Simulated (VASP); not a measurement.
The system is BN (lda).

```
B N
1.0
     2.52311    0.00000    0.00000
    -1.26155    2.18507    0.00000
     0.00000    0.00000    4.17527
B N
2 2
Direct
  0.33333 0.66667 0.99985
  0.66667 0.33333 0.49985
  0.33333 0.66667 0.37415
  0.66667 0.33333 0.87415
```

Base run:

| Quantity | Value |
| --- | --- |
| Program | VASP 6.6.1 |
| Functional | LDA |
| Potentials or basis | VASP PAW LDA potentials, release 64 (B, N) |
| Cutoff | 520 eV |
| k mesh | 9 × 9 × 6 |
| Occupations | gaussian, width 0.1 eV |
| Spin | no spin polarisation |

Its results: band gap on the k mesh 4.90 eV, indirect (least direct gap 8.27 eV); pressure 1.0 GPa; largest force 0.009 eV/Å.

Q: The run is repeated on the same cell with these changes: potentials or basis from VASP PAW LDA potentials, release 64 (B, N) to VASP PAW LDA potentials, release 64 (B_h, N_h); cutoff from 520 eV to 910 eV. What comes out?

A: Band gap on the k mesh 4.90 eV, indirect (least direct gap 8.28 eV); pressure 0.5 GPa; largest force 0.009 eV/Å.

Caveats: the cutoff is under 1.25 times the usual one of these potentials, so pressure, stress and relaxed cells hold a basis-set (Pulay) error (some runs).

A k mesh can miss the band edges.
